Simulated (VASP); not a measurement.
Runs of VASP 6.6.1 on MoPt. The structure is that of space group P-6m2 (No. 187), or close to it. The cells are those of the table. 

| cell | gap on the mesh (eV) | pressure (GPa) |
| --- | --- | --- |
| a = 2.859, b = 2.859, c = 4.587 Å, angles 90.0, 90.0, 120.0°, 2 atoms | none | (a) |
| a = 2.783, b = 2.783, c = 4.466 Å, angles 90.0, 90.0, 120.0°, 2 atoms | none | -4.0 |
| a = 2.744, b = 2.744, c = 4.403 Å, angles 90.0, 90.0, 120.0°, 2 atoms | none | 9.7 |
| a = 2.821, b = 2.821, c = 4.527 Å, angles 90.0, 90.0, 120.0°, 2 atoms | none | (b) |
| a = 2.895, b = 2.895, c = 4.645 Å, angles 90.0, 90.0, 120.0°, 2 atoms | none | -29.6 |

Alike in all rows: task single point; level LDA; potentials or basis VASP PAW LDA potentials, release 64 (Mo_sv, Pt); no spin polarisation; k mesh 12 × 12 × 7; cutoff (eV) 520; smearing gaussian 0.05 eV.

**Question.** Fill in the values left out.

**Answer.** (a) -23.1; (b) -14.7.

Caveats: spin-orbit coupling is left out, which moves the levels of the heavy elements.

A k mesh can miss the band edges, and the runs leave out spin-orbit coupling on Mo, Pt.

A gap of «none» marks levels without a gap at the run's occupations.
